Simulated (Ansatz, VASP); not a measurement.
Two plane-wave programs on Al

Contents of INCAR:

```
ALGO = Fast
EDIFF = 1E-6
ENCUT = 520
GGA = PE
ISIF = 2
ISMEAR = 0
LASPH = T
LCHARG = T
LELF = T
LREAL = F
LVHAR = T
LWAVE = F
NBANDS = 8
NELM = 100
PREC = Accurate
SIGMA = 0.15
```

KPOINTS

```
k-points
0
Gamma
  20 20 20
```

POSCAR

```
Al
1.0
    0.1327730880      2.0239800000      2.0239800000
    2.1567530880      0.0000000000      2.1567530880
    2.0239800000      2.0239800000      0.1327730880
Al
1
Direct
    0.0000000000      0.0000000000      0.0000000000
```

Input for Ansatz:

```yaml
crystal:
  lattice:
    - [0.132773088, 2.02398, 2.02398]
    - [2.156753088, 0.0, 2.156753088]
    - [2.02398, 2.02398, 0.132773088]
  atoms:
    - { symbol: Al, position: [0.0, 0.0, 0.0] }
basis:
  ecutwfc: 420
kpoints:
  mp_grid: { grid: [20, 20, 20] }
hamiltonian:
  xc: pbe
scf:
  occupations: { method: gaussian, width: 0.15 }
output:
  forces: true
  stress: true
  eigenvalues: true
```

Change from the starting cell: strain +0.1312 x Voigt [0, 0, 0, 0, 1, 0], atoms carried along.

Alike in both runs: task single point; functional PBE; k mesh 20 × 20 × 20; occupations gaussian, width 0.15 eV; no spin polarisation.

```csv
,VASP,Ansatz
version,VASP 6.6.1,Ansatz 0.2.0
potentials or method,"VASP PAW PBE potentials, release 64 (Al), cutoff 520 eV","scalar-relativistic, plane waves, PAW"
valence electrons in the cell,3,3
```

```csv
,VASP,Ansatz,Ansatz less VASP
gap on the k mesh at the Fermi level (eV),none,none,-
pressure (GPa),1.3,1.3,+0.03
"traceless stress, the component that is largest in VASP (GPa)",-5.25,-5.27,-0.017
```

A gap of «none» marks a metal or a gap that the smearing closes.
